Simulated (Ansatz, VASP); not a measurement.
Pt: VASP beside Ansatz

INCAR

```
PREC = Accurate ; ENCUT = 520
EDIFF = 1E-6 ; ISMEAR = 0
SIGMA = 0.15 ; LREAL = F
LASPH = T ; NELM = 100
ALGO = Fast ; ISIF = 2
LWAVE = F ; LCHARG = F
GGA = CA ; NBANDS = 28
```

File KPOINTS:

```
regular mesh
0
Gamma
  18 18 6
```

File POSCAR:

```
Pt
1.0
    2.7082945870      0.0000000000      0.0000000000
   -1.3541472935      2.3454519133      0.0000000000
    0.0000000000      0.0000000000      9.3530207388
Pt
4
Direct
    0.6570665293      0.3333333333      0.3750000000
    0.6570665293      0.3333333333      0.8750000000
    0.3429334707      0.6666666667      0.1250000000
    0.3429334707      0.6666666667      0.6250000000
```

Input for Ansatz:

```yaml
crystal:
  lattice:
    - [2.708294587, 0.0, 0.0]
    - [-1.3541472935, 2.3454519133, 0.0]
    - [0.0, 0.0, 9.3530207388]
  atoms:
    - { symbol: Pt, position: [0.6570665293, 0.3333333333, 0.375] }
    - { symbol: Pt, position: [0.6570665293, 0.3333333333, 0.875] }
    - { symbol: Pt, position: [0.3429334707, 0.6666666667, 0.125] }
    - { symbol: Pt, position: [0.3429334707, 0.6666666667, 0.625] }
basis:
  ecutwfc: 420
kpoints:
  mp_grid: { grid: [18, 18, 6] }
hamiltonian:
  xc: lda
  pseudopotentials: { kind: paw, azcp: { folder: soft_1 } }
scf:
  occupations: { method: gaussian, width: 0.15 }
output:
  forces: true
  stress: true
  eigenvalues: true
```

Change from the starting cell: mode 1 frozen in at -0.026 Å and mode 2 at +0.000 Å (largest displacements).

Alike in both runs: task single point; functional LDA; k mesh 18 × 18 × 6; occupations gaussian, width 0.15 eV; no spin polarisation.

```csv
,VASP,Ansatz
version,VASP 6.6.1,Ansatz 0.2.0
potentials or method,"VASP PAW LDA potentials, release 64 (Pt), cutoff 520 eV","scalar-relativistic, plane waves, PAW"
valence electrons in the cell,40,72
```

|  | VASP | Ansatz | Ansatz less VASP |
| --- | --- | --- | --- |
| gap on the k mesh at the Fermi level (eV) | none | none | - |
| pressure (GPa) | 0.9 | 0.1 | -0.81 |
| traceless stress, the component that is largest in VASP (GPa) | -0.52 | -0.22 | +0.296 |
| rms of the force components (eV/Å) | 0.006 | 0.006 | +0.0005 |

Ansatz warns that its potentials were made for another functional, while VASP's fit it. LDA's correlation is that of Perdew and Zunger in VASP and of Perdew and Wang (1992) in Ansatz. Atom by atom the forces differ by 0.001 eV/Å (rms over components). A gap of «none» marks a metal or a gap that the smearing closes. VASP's potentials hold 40 valence electrons a cell and Ansatz's 72, so a difference there can come from the potentials and not from the codes.

Neither program's run includes spin-orbit coupling.
